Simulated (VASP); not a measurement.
A run of VASP 6.6.1 is set up as follows.

File INCAR:

```
  PREC = Accurate
  ENCUT = 520
  EDIFF = 1E-7
  ISMEAR = -1
  SIGMA = 0.08
  LREAL = F
  LASPH = T
  NELM = 150
  ALGO = Normal
  ISIF = 2
  LWAVE = F
  LCHARG = F
  ISPIN = 2
  MAGMOM = 7
  LORBIT = 11
  LMAXMIX = 6
  GGA = PE
  NBANDS = 19
```

File KPOINTS:

```
regular mesh
0
Gamma
  14 14 14
```

File POSCAR:

```
Gd
1.0
   -2.0417362962      2.0417362962      2.0417362962
    2.0417362962     -2.0417362962      2.0417362962
    2.0417362962      2.0417362962     -2.0417362962
Gd
1
Direct
    0.0000000000      0.0000000000      0.0000000000
```

Potentials or basis: VASP PAW PBE potentials, release 64 (Gd).

Launch:

```sh
$ cat potpaw_PBE.64/Gd/POTCAR > POTCAR
$ mpirun -np 1 vasp_std > vasp.out
```

Question: Estimate the pressure.

Answer: -0.6 GPa.

Question: Predict the net moment.

Answer: 7.63 μB per cell.

Question: Estimate the site moments.

Answer: Gd +6.99 μB.

 The state reached can hang on the start; a lower one may exist.
